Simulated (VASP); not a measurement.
Wanted: the native input for a VASP 6.6.1 run.

* Task: single point
* Functional: PBE
* Potentials or basis: VASP PAW PBE potentials, release 64 (Ni_sv_GW, Si)
* Cutoff: 690 eV
* k mesh: 9 × 9 × 9
* Occupations: fermi-dirac, width 0.05 eV
* Spin: collinear spin, ferromagnetic start
* Starting moments: [1.0, 0.0, 0.0] μB
* Hubbard terms: Ni d U = 1.0 eV
* Dipole correction: no
* Further INCAR settings: ALGO = Normal; EDIFF = 1e-06; NBANDS = 24

The structure of Si2Ni lies in POSCAR:

```
Si2Ni
1.0
    0.0000000000      2.7251701481      2.7251701481
    2.7251701481      0.0000000000      2.7251701481
    2.7251701481      2.7251701481      0.0000000000
Ni Si
1 2
Direct
    0.0000000000      0.0000000000      0.0000000000
    0.7500000000      0.7500000000      0.7500000000
    0.2500000000      0.2500000000      0.2500000000
```

These files were run (other wordings do the same):

INCAR

```
PREC = Accurate
ENCUT = 690
EDIFF = 1E-6
ISMEAR = -1
SIGMA = 0.05
LREAL = False
LASPH = True
NELM = 200
ALGO = Normal
ISIF = 2
LWAVE = False
LCHARG = False
ISPIN = 2
MAGMOM = 1 0 0
LORBIT = 11
LMAXMIX = 4
LDAU = True
LDAUTYPE = 2
LDAUL = 2 -1
LDAUU = 1 0
LDAUJ = 0 0
LDAUPRINT = 1
GGA = PE
NBANDS = 24
GGA_COMPAT = False
```

KPOINTS

```
regular mesh
0
Gamma
  9 9 9
```

Potentials or basis: VASP PAW PBE potentials, release 64 (Ni_sv_GW, Si).

Command:

```console
$ cat potpaw_PBE.64/Ni_sv_GW/POTCAR potpaw_PBE.64/Si/POTCAR > POTCAR
$ mpirun -np 1 vasp_std > vasp.out
```

It gave:

```json
{"Pressure": "-0.3 GPa", "Band gap on the k mesh": "zero (filled and empty bands overlap)", "Net moment": "0.00 μB per cell", "Valence electrons inside the program's atomic spheres": "Ni 16.59; Si 1.57"}
```

Caveat: the moments typed at the start vanished in this run; the U is typed as a test and isn't derived for this compound.

Run time: 2.7 min on 1 thread of Intel(R) Xeon(R) Platinum 8375C CPU @ 2.90GHz (Ice Lake), with other jobs on the host, peak memory 0.29 GiB.
